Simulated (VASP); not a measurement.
# In2Te2O (P-3m1) in VASP: a series of runs, part 2 of 3

VASP 6.6.1.

### Step 5. Relaxation of cell and atoms, PBE

This run uses another cell than the first one, of 30.75 Å³/atom, 1.205 times its volume.

Contents of INCAR:

```
SYSTEM = In2Te2O
PREC     = Accurate       ! precision mode
ENCUT    = 600            ! plane-wave cutoff, eV
EDIFF    = 1E-6           ! SCF threshold, eV
ISMEAR   = 0              ! smearing method
SIGMA    = 0.1            ! smearing width, eV
LREAL    = .FALSE.        ! projectors in reciprocal space
LASPH    = .TRUE.         ! aspherical terms in the spheres
NELM     = 60             ! most SCF steps
ALGO     = Normal         ! electronic algorithm
ISIF     = 3              ! what is computed and relaxed
LWAVE    = .FALSE.        ! write WAVECAR
LCHARG   = .FALSE.        ! write CHGCAR
GGA      = PE             ! functional
IBRION   = 2              ! ionic algorithm
NSW      = 90             ! ionic steps
EDIFFG   = -0.04          ! ionic threshold
```

Contents of KPOINTS:

```
Automatic mesh
0
G
  6 6 2
  0 0 0
```

Contents of POSCAR:

```
In2Te2O
1.0
    4.7049217400      0.0000000000      0.0000000000
   -2.3524608700      4.0745817500      0.0000000000
    0.0000000000      0.0000000000      8.0204177900
In Te O
2 2 1
Direct
    0.6666666700      0.3333333300      0.3804750100
    0.3333333300      0.6666666700      0.6195249900
    0.6666666700      0.3333333300      0.7460910100
    0.3333333300      0.6666666700      0.2539089900
    0.0000000000      0.0000000000      0.0000000000
```

Potentials or basis: VASP PAW PBE potentials, release 64 (In_d, Te, O).

Command:

```console
$ cat potpaw_PBE.64/In_d/POTCAR potpaw_PBE.64/Te/POTCAR potpaw_PBE.64/O/POTCAR > POTCAR
$ mpirun -np 1 vasp_std > vasp.out
```

OUTCAR:

```text
SYSTEM = In2Te2O
   PREC = Accurate
   ENCUT = 600
   EDIFF = 1E-6
   ISMEAR = 0
   LREAL = .FALSE.
   LASPH = .TRUE.
   NELM = 60
   ISIF = 3
   GGA = PE
   IBRION = 2
   NSW = 90
   EDIFFG = -0.04

 ion  position               nearest neighbor table
   1  0.667  0.333  0.380-   4 2.90   4 2.90   4 2.90   3 2.93   2 3.32   2 3.32   2 3.32
   2  0.333  0.667  0.620-   3 2.90   3 2.90   3 2.90   4 2.93   1 3.32   1 3.32   1 3.32
   3  0.667  0.333  0.746-   2 2.90   2 2.90   2 2.90   1 2.93
   4  0.333  0.667  0.254-   1 2.90   1 2.90   1 2.90   2 2.93
   5  0.000  0.000  0.000-

  LATTYP: Found a hexagonal cell.
 ALAT       =     4.7049217400
 C/A-ratio  =     1.7046867585

  Lattice vectors:

 A1 = (   4.7049217400,   0.0000000000,   0.0000000000)
 A2 = (  -2.3524608700,   4.0745817500,   0.0000000000)
 A3 = (   0.0000000000,   0.0000000000,   8.0204177900)
[... 180 lines left out ...]
  Total        0.8488928      0.8488928     -0.1005146      0.0000000      0.0000000      0.0000000
  in kB        8.8456758      8.8456758     -1.0473870      0.0000000      0.0000000      0.0000000
  external PRESSURE =       5.5479882 kB  Pullay stress =       0.0000000 kB
[... 927 lines left out ...]
     25      11.4126      0.00000
     26      11.8679      0.00000

[... ionic steps 4 to 11 ...]

--------------------------------------- Ionic step       12  -------------------------------------------

 number of electron      44.0000000 magnetization

------------------------ aborting loop because EDIFF is reached ----------------------------------------
[... 73 lines left out ...]
--------------------------------------- Ionic step       14  -------------------------------------------

 number of electron      44.0000002 magnetization

 Free energy of the ion-electron system (eV)
  ---------------------------------------------------
  ext. energy  EPLUGINS =         0.00000000
  ---------------------------------------------------
  free energy    TOTEN  =       -15.89991322 eV

  energy without entropy =      -15.88805051  energy(sigma->0) =      -15.89398187

 E-fermi :   6.0146     XC(G=0):  -9.5700

 val. band max:        5.9753917169   @ k =   0.1667   0.0000   0.0000
 cond. band min:       6.0192777834   @ k =   0.5000   0.0000   0.0000
 fundamental gap:      0.0438860665
 Fermi energy:         6.0146146419
[... 436 lines left out ...]
  FREE ENERGIE OF THE ION-ELECTRON SYSTEM (eV)
  ---------------------------------------------------
  free  energy   TOTEN  =       -15.8999132189 eV

  energy  without entropy=      -15.8880505135  energy(sigma->0) =      -15.89398187

 reached required accuracy - stopping structural energy minimisation
```

Wall time 16 min (1 thread of Oxide Virtual Turin-like, shared host); peak memory 0.33 GiB.

What came out:

```yaml
Free_energy: -15.8999 eV
Relaxed_volume: 25.94 Å³/atom
Relaxed_cell: a = 4.621 Å, b = 4.621 Å, c = 7.014 Å, α = 90.00°, β = 90.00°, γ = 120.00°
Space_group_after_relaxing_to_0.05_Å: P-3m1 (No. 164)
Energy_gained_by_relaxing: 227.4 meV/atom
Ionic_steps: 14
Pressure_after_relaxing: 0.0 GPa
Largest_force_after_relaxing: 0.036 eV/Å
Band_gap_on_the_k_mesh: zero (band 22 reaches 6.13 eV, above the bottom of band 23 at 5.19 eV)
```

Forces on the atoms (eV/Å):
```
In   0.000  0.000  0.034
In   0.000  0.000 -0.034
Te   0.000  0.000  0.036
Te   0.000  0.000 -0.036
O    0.000  0.000  0.000
```

Stress tensor (GPa, compression positive):
```
-0.08  0.00  0.00
 0.00 -0.08  0.00
 0.00  0.00  0.10
```

Step by step:
| step | energy change (eV) | largest force (eV/Å) | pressure (GPa) | volume (Å³) |
| --- | --- | --- | --- | --- |
| 1 | 0.0000 | 1.3955 | 0.55 | 153.76 |
| 2 | -0.2067 | 0.9094 | -1.21 | 156.13 |
| 3 | -0.3466 | 0.3963 | -3.16 | 159.63 |
| 4 | -0.5139 | 0.4684 | -2.88 | 154.39 |
| 5 | -0.9320 | 0.6454 | -1.25 | 139.27 |
| 6 | -0.6108 | 0.5579 | 9.94 | 111.62 |
| 7 | -1.0275 | 0.7614 | 0.77 | 131.17 |
| 8 | -1.0484 | 0.6771 | 2.75 | 124.78 |
| 9 | -1.0789 | 0.1532 | 2.51 | 123.27 |
| 10 | -1.0881 | 0.2033 | 2.51 | 123.76 |
| 11 | -1.1343 | 0.0555 | 0.17 | 129.30 |
| 12 | -1.1347 | 0.0423 | -0.02 | 129.83 |
| 13 | -1.1355 | 0.0402 | -0.03 | 129.81 |
| 14 | -1.1372 | 0.0364 | -0.02 | 129.72 |

Final structure:
```yaml
crystal:
  lattice:
    - [4.62102, 0.00000, 0.00000]
    - [-2.31051, 4.00192, 0.00000]
    - [0.00000, 0.00000, 7.01431]
  atoms:
    - { symbol: In, position: [0.66667, 0.33333, 0.34246] }
    - { symbol: In, position: [0.33333, 0.66667, 0.65754] }
    - { symbol: Te, position: [0.66667, 0.33333, 0.81303] }
    - { symbol: Te, position: [0.33333, 0.66667, 0.18697] }
    - { symbol: O, position: [0.00000, 0.00000, 0.00000] }
```

Caveat: the k points lie up to 0.45 Å⁻¹ apart in the final cell; the volume moved by over 15 % at a fixed basis, so the end points are rough; spin-orbit coupling is left out, which moves the levels of the heavy elements.

### Step 6. Single point, PBE

This run uses another cell than the first one, of 25.43 Å³/atom, 0.997 times its volume.

Contents of INCAR:

```
PREC = Accurate
ENCUT = 520
EDIFF = 1E-6
ISMEAR = 0
SIGMA = 0.1
LREAL = False
LASPH = True
NELM = 60
ALGO = Normal
ISIF = 2
LWAVE = False
LCHARG = False
GGA = PE
NBANDS = 30
```

Contents of KPOINTS:

```
regular mesh
0
Gamma
  12 12 6
```

Contents of POSCAR:

```
In2Te2O
1.0
    4.4854836975      0.0000000000      0.0000000000
   -2.2427418488      3.8845428303      0.0000000000
    0.0000000000      0.0000000000      7.2985898619
In Te O
2 2 1
Direct
    0.6666666667      0.3333333333      0.3559469305
    0.3333333333      0.6666666667      0.6440530695
    0.6666666667      0.3333333333      0.8181748357
    0.3333333333      0.6666666667      0.1818251643
    0.0000000000      0.0000000000      0.0000000000
```

Potentials or basis: VASP PAW PBE potentials, release 64 (In_d, Te, O).

Command:

```console
$ cat potpaw_PBE.64/In_d/POTCAR potpaw_PBE.64/Te/POTCAR potpaw_PBE.64/O/POTCAR > POTCAR
$ mpirun -np 1 vasp_std > vasp.out
```

OUTCAR:

```text
PREC = Accurate
   ENCUT = 520
   EDIFF = 1E-6
   ISMEAR = 0
   LREAL = False
   LASPH = True
   NELM = 60
   ISIF = 2
   GGA = PE

 ion  position               nearest neighbor table
   1  0.667  0.333  0.356-   4 2.88   4 2.88   4 2.88   2 3.34   2 3.34   2 3.34   3 3.37
   2  0.333  0.667  0.644-   3 2.88   3 2.88   3 2.88   1 3.34   1 3.34   1 3.34   4 3.37
   3  0.667  0.333  0.818-   2 2.88   2 2.88   2 2.88   1 3.37
   4  0.333  0.667  0.182-   1 2.88   1 2.88   1 2.88   2 3.37
   5  0.000  0.000  0.000-

  LATTYP: Found a hexagonal cell.
 ALAT       =     4.4854836975
 C/A-ratio  =     1.6271578171

  Lattice vectors:

 A1 = (   4.4854836975,   0.0000000000,   0.0000000000)
 A2 = (  -2.2427418488,   3.8845428303,   0.0000000000)
 A3 = (   0.0000000000,   0.0000000000,   7.2985898619)

Analysis of symmetry for initial positions (statically):
=====================================================================
 Subroutine PRICEL returns:
 Original cell was already a primitive cell.

 Routine SETGRP: Setting up the symmetry group for a
 hexagonal supercell.

 Subroutine GETGRP returns: Found 12 space group operations
 (whereof 12 operations were pure point group operations)
 out of a pool of 24 trial point group operations.

The static configuration has the point symmetry D_3d.

Analysis of symmetry for dynamics (positions and initial velocities):
=====================================================================
 Subroutine PRICEL returns:
 Original cell was already a primitive cell.

 Routine SETGRP: Setting up the symmetry group for a
 hexagonal supercell.

 Subroutine GETGRP returns: Found 12 space group operations
 (whereof 12 operations were pure point group operations)
 out of a pool of 24 trial point group operations.

The dynamic configuration has the point symmetry D_3d.

 Subroutine INISYM returns: Found 12 space group operations
 (whereof 12 operations are pure point group operations),
 and found     1 'primitive' translations

----------------------------------------------------------------------------------------

                                     Primitive cell

  volume of cell :     127.1710

  direct lattice vectors                    reciprocal lattice vectors
     4.485483698  0.000000000  0.000000000     0.222941397  0.128715275  0.000000000
    -2.242741849  3.884542830  0.000000000     0.000000000  0.257430551  0.000000000
     0.000000000  0.000000000  7.298589862     0.000000000  0.000000000  0.137012768

  length of vectors
     4.485483698  4.485483698  7.298589862     0.257430551  0.257430551  0.137012768

  position of ions in fractional coordinates (direct lattice)
     0.666666667  0.333333333  0.355946930
     0.333333333  0.666666667  0.644053070
     0.666666667  0.333333333  0.818174836
     0.333333333  0.666666667  0.181825164
     0.000000000  0.000000000  0.000000000

  ion indices of the primitive-cell ions
   primitive index   ion index
                 1           1
                 2           2
                 3           3
                 4           4
                 5           5

----------------------------------------------------------------------------------------

 KPOINTS: regular mesh

Automatic generation of k-mesh.
 Grid dimensions read from file:
 generate k-points for:   12   12    6

 Generating k-lattice:

  Cartesian coordinates                     Fractional coordinates (reciprocal lattice)
     0.018578450  0.010726273  0.000000000     0.083333333 -0.000000000  0.000000000
     0.000000000  0.021452546  0.000000000     0.000000000  0.083333333  0.000000000
     0.000000000  0.000000000  0.022835461     0.000000000  0.000000000  0.166666667

  Length of vectors
     0.021452546  0.021452546  0.022835461

  Shift w.r.t. Gamma in fractional coordinates (k-lattice)
     0.000000000  0.000000000  0.000000000

 Subroutine IBZKPT returns following result:
 ===========================================

 Found    100 irreducible k-points:

 Following reciprocal coordinates:
            Coordinates               Weight
  0.000000  0.000000  0.000000      1.000000
  0.083333 -0.000000  0.000000      6.000000
  0.166667  0.000000  0.000000      6.000000
  0.250000  0.000000  0.000000      6.000000
  0.333333  0.000000  0.000000      6.000000
  0.416667  0.000000  0.000000      6.000000
[... 16 lines left out ...]
  0.166667  0.000000  0.166667      6.000000
  0.000000  0.166667  0.166667      6.000000
 [... further k-points ...]
   k-points           NKPTS =    100   k-points in BZ     NKDIM =    100   number of bands    NBANDS=     30
   number of dos      NEDOS =    301   number of ions     NIONS =      5
   total plane-waves  NPLWV =  69984
   dimension x,y,z NGX =    36 NGY =   36 NGZ =   54
   dimension x,y,z NGXF=    72 NGYF=   72 NGZF=  108
   ions per type =               2   2   1
   NGX,Y,Z   is equivalent  to a cutoff of  13.34, 13.34, 12.30 a.u.
   NGXF,Y,Z  is equivalent  to a cutoff of  26.69, 26.69, 24.60 a.u.
 SYSTEM =  unknown system
   PREC   = accura    normal or accurate (medium, high low for compatibility)
   ISTART =      0    job   : 0-new  1-cont  2-samecut
   ICHARG =      2    charge: 1-file 2-atom 10-const
   ISPIN  =      1    spin polarized calculation?
   LNONCOLLINEAR =      F non collinear calculations
   LSORBIT =      F    spin-orbit coupling
   LASPH  =      T    aspherical Exc in radial PAW
   ENCUT  =  520.0 eV  38.22 Ry    6.18 a.u.   8.34  8.34 13.57*2*pi/ulx,y,z
   NELM   =     60;   NELMIN=  2; NELMDL= -5     # of ELM steps
   EDIFF  = 0.1E-05   stopping-criterion for ELM
   LREAL  =      F    real-space projection
   EDIFFG = 0.1E-04   stopping-criterion for IOM
   NSW    =      0    number of steps for IOM
   IBRION =     -1    ionic relax: 0-MD 1-quasi-New 2-CG
   NFREE  =      0    steps in history (QN), initial steepest desc. (CG)
   ISIF   =      2    stress and relaxation
   ISYM   =      2    0-nonsym 1-usesym 2-fastsym
   POTIM  = 0.5000    time-step for ionic-motion
   TEBEG  =    0.0;   TEEND  =   0.0 temperature during run
   PSTRESS=    0.0 pullay stress
   NELECT =      44.0000    total number of electrons
   NUPDOWN=      -1.0000    fix difference up-down
   EMIN   =  10.00;   EMAX   =-10.00  energy-range for DOS
   EFERMI =   0.00;   METHOD = LEGACY
   ISMEAR =     0;   SIGMA  =   0.10  broadening in eV -4-tet -1-fermi 0-gaus
   EFERMI_NEDOS =   21; number of points for ismear=-14 and -15
   IALGO  =     38    algorithm
   IMIX   =      4    mixing-type and parameters
     AMIX     =   0.40;   BMIX     =  1.00
     AMIX_MAG =   1.60;   BMIX_MAG =  1.00
  volume/ion in A,a.u.               =      25.43       171.64
  Fermi-wavevector in a.u.,A,eV,Ry     =   1.149290  2.171843 17.971497  1.320868
  Thomas-Fermi vector in A             =   2.285961
   LORBIT       =      0    0 simple, 1 ext, 2 COOP (PROOUT), +10 PAW based schemes
   GGA     = PE    functional components
   LHFCALC =     F    Hartree Fock is set to
   AEXX    =    0.0000 exact exchange contribution
   IVDW    =     0    specifies the selected vdW correction
   LEPSILON=     F    determine dielectric tensor
   LRPA    =     F    only Hartree local field effects (RPA)
 non-spin polarized calculation
 Gauss-broadening in eV      SIGMA  =   0.10
  energy-cutoff  :      520.00
  volume of cell :      127.17
 maximum number of plane-waves:      3453
 NGX is ok and might be reduce to    36
   NGX = 17   NGY = 17   NGZ = 27

 number of electron      44.0000002 magnetization

 Free energy of the ion-electron system (eV)
  ---------------------------------------------------
  ext. energy  EPLUGINS =         0.00000000
  ---------------------------------------------------
  free energy    TOTEN  =       -15.94832671 eV

  energy without entropy =      -15.94401836  energy(sigma->0) =      -15.94617254

 E-fermi :   6.2821     XC(G=0):  -9.6876

 val. band max:        6.2538231617   @ k =   0.4167   0.0000   0.5000
 cond. band min:       6.2860722739   @ k =   0.5000   0.0000   0.5000
 fundamental gap:      0.0322491121
 Fermi energy:         6.2821263600

 k-point     1 :       0.0000    0.0000    0.0000
  band No.  band energies     occupation
      1      -9.6737      2.00000
      2      -8.5718      2.00000
      3      -8.5454      2.00000
      4      -8.5454      2.00000
      5      -8.5241      2.00000
      6      -8.5241      2.00000
[... 781 lines left out ...]
     29      10.7213      0.00000
     30      11.5882      0.00000

 [... further k-points ...]
[... 5 lines left out ...]
  --------------------------------------------------------------------------------------
  -------------------------------------------------------------------------------------
  Total       -0.0842326     -0.0842326     -0.0429605      0.0000000      0.0000000      0.0000000
  in kB       -1.0612128     -1.0612128     -0.5412422      0.0000000      0.0000000      0.0000000
  external PRESSURE =      -0.8878893 kB  Pullay stress =       0.0000000 kB

 VOLUME and BASIS-vectors are now :
 -----------------------------------------------------------------------------
  energy-cutoff  :      520.00
  volume of cell :      127.17
      direct lattice vectors                 reciprocal lattice vectors
     4.485483698  0.000000000  0.000000000     0.222941397  0.128715275  0.000000000
    -2.242741849  3.884542830  0.000000000     0.000000000  0.257430551  0.000000000
     0.000000000  0.000000000  7.298589862     0.000000000  0.000000000  0.137012768

 POSITION                                       TOTAL-FORCE (eV/Angst)
 -----------------------------------------------------------------------------------
      2.24274      1.29485      2.59791         0.000000      0.000000     -0.005052
     -0.00000      2.58970      4.70068        -0.000000      0.000000      0.005052
      2.24274      1.29485      5.97152        -0.000000      0.000000      0.013139
     -0.00000      2.58970      1.32707         0.000000      0.000000     -0.013139
      0.00000      0.00000      0.00000         0.000000      0.000000      0.000000
 -----------------------------------------------------------------------------------
    total drift:                                0.000000     -0.000000     -0.000000

  FREE ENERGIE OF THE ION-ELECTRON SYSTEM (eV)
  ---------------------------------------------------
  free  energy   TOTEN  =       -15.9483267147 eV

  energy  without entropy=      -15.9440183630  energy(sigma->0) =      -15.94617254
```

OSZICAR:

```text
N       E                     dE             d eps       ncg     rms          rms(c)
DAV:   1     0.386481679985E+03    0.38648E+03   -0.19467E+04  6000   0.160E+03
DAV:   2     0.337250894546E+02   -0.35276E+03   -0.33887E+03  6122   0.402E+02
DAV:   3    -0.167752591272E+02   -0.50500E+02   -0.48175E+02  7912   0.147E+02
DAV:   4    -0.194827736527E+02   -0.27075E+01   -0.26951E+01  6998   0.331E+01
[... 12 lines left out ...]
DAV:  17    -0.159483415928E+02    0.13297E-04   -0.38664E-04  6124   0.837E-02    0.891E-02
DAV:  18    -0.159483299385E+02    0.11654E-04   -0.48220E-05  6790   0.382E-02    0.246E-02
DAV:  19    -0.159483287666E+02    0.11718E-05   -0.47852E-06  5682   0.102E-02    0.213E-02
DAV:  20    -0.159483275350E+02    0.12317E-05   -0.47621E-06  5166   0.933E-03    0.121E-02
DAV:  21    -0.159483267147E+02    0.82026E-06   -0.44187E-06  4564   0.850E-03
   1 F= -.15948327E+02 E0= -.15946173E+02  d E =-.430835E-02
```

Wall time 12 min (1 thread of Oxide Virtual Turin-like, shared host); peak memory 0.47 GiB.

What came out:

```yaml
Free_energy: -15.9483 eV
Pressure: -0.1 GPa
Largest_force: 0.013 eV/Å
Band_gap_on_the_k_mesh: zero (band 22 reaches 6.35 eV, above the bottom of band 23 at 5.57 eV)
```

Forces on the atoms (eV/Å):
```
In   0.000  0.000 -0.005
In   0.000  0.000  0.005
Te   0.000  0.000  0.013
Te   0.000  0.000 -0.013
O    0.000  0.000  0.000
```

Levels at points of the mesh, in eV from the Fermi level:
| k point | band 19 | band 20 | band 21 | band 22 | band 23 | band 24 | band 25 | band 26 |
| --- | --- | --- | --- | --- | --- | --- | --- | --- |
| (0.00, 0.00, 0.00) | -2.08 | -1.22 | -0.57 | -0.20 | -0.20 | 0.62 | 2.12 | 2.94 |
| (0.50, 0.00, 0.00) | -1.74 | -1.47 | -0.59 | -0.12 | 0.32 | 1.67 | 1.99 | 3.30 |
| (0.00, 0.00, 0.50) | -1.76 | -1.21 | -0.85 | -0.72 | -0.72 | 1.00 | 2.09 | 3.49 |
| (0.50, 0.00, 0.50) | -2.50 | -1.74 | -0.52 | -0.20 | 0.00 | 1.21 | 1.50 | 2.54 |

Caveat: spin-orbit coupling is left out, which moves the levels of the heavy elements.

[end of part 2 of 3]
